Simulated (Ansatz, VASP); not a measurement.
**Two plane-wave programs on AlPt**

Contents of POSCAR:

```
AlPt
1.0
    3.1262254993      0.0000000000      0.0000000000
    0.0000000000      3.1262254993      0.0000000000
    0.0000000000      0.0000000000      3.1262254993
Al Pt
1 1
Direct
    0.0000000000      0.0000000000      0.0000000000
    0.5000000000      0.5000000000      0.5000000000
```

INCAR.step1

```
SYSTEM = AlPt
PREC = Accurate
ENCUT = 520
ISMEAR = 0
SIGMA = 0.1
LREAL = .FALSE.
LASPH = .TRUE.
NELM = 80
NBANDS = 14
GGA = PE
ALGO = Normal
EDIFF = 1E-4
LWAVE = .TRUE.
LCHARG = .FALSE.
```

INCAR.step2

```
SYSTEM = AlPt
PREC = Accurate
ENCUT = 520
EDIFF = 1E-6
ISMEAR = 0
SIGMA = 0.1
LREAL = .FALSE.
LASPH = .TRUE.
NELM = 80
ALGO = Normal
ISIF = 2
LWAVE = .FALSE.
LCHARG = .FALSE.
METAGGA = R2SCAN
LMIXTAU = .TRUE.
NBANDS = 14
ISTART = 1
```

Contents of KPOINTS:

```
Automatic mesh
0
G
  14 14 14
  0 0 0
```

Input for Ansatz:

```yaml
crystal:
  lattice:
    - [3.1262254993, 0.0, 0.0]
    - [0.0, 3.1262254993, 0.0]
    - [0.0, 0.0, 3.1262254993]
  atoms:
    - { symbol: Al, position: [0.0, 0.0, 0.0] }
    - { symbol: Pt, position: [0.5, 0.5, 0.5] }
basis:
  ecutwfc: 500
kpoints:
  mp_grid: { grid: [14, 14, 14] }
hamiltonian:
  xc: r2scan
scf:
  occupations: { method: gaussian, width: 0.1 }
output:
  forces: true
  stress: true
  eigenvalues: true
```

Alike in both runs: task single point; functional r2SCAN; k mesh 14 × 14 × 14; occupations gaussian, width 0.1 eV; no spin polarisation.

```csv
,VASP,Ansatz
version,VASP 6.6.1,Ansatz 0.2.0
potentials or method,"VASP PAW PBE potentials, release 64 (Al, Pt), cutoff 520 eV","scalar-relativistic, plane waves, PAW"
valence electrons in the cell,13,21
```

|  | VASP | Ansatz | Ansatz less VASP |
| --- | --- | --- | --- |
| gap on the k mesh at the Fermi level (eV) | none | none | - |
| pressure (GPa) | -10.6 | -10.3 | +0.23 |

VASP's potentials were made for PBE, not for r2SCAN. A gap of «none» marks a metal or a gap that the smearing closes. VASP's potentials hold 13 valence electrons a cell and Ansatz's 21, so a difference there can come from the potentials and not from the codes.

Neither program's run includes spin-orbit coupling.
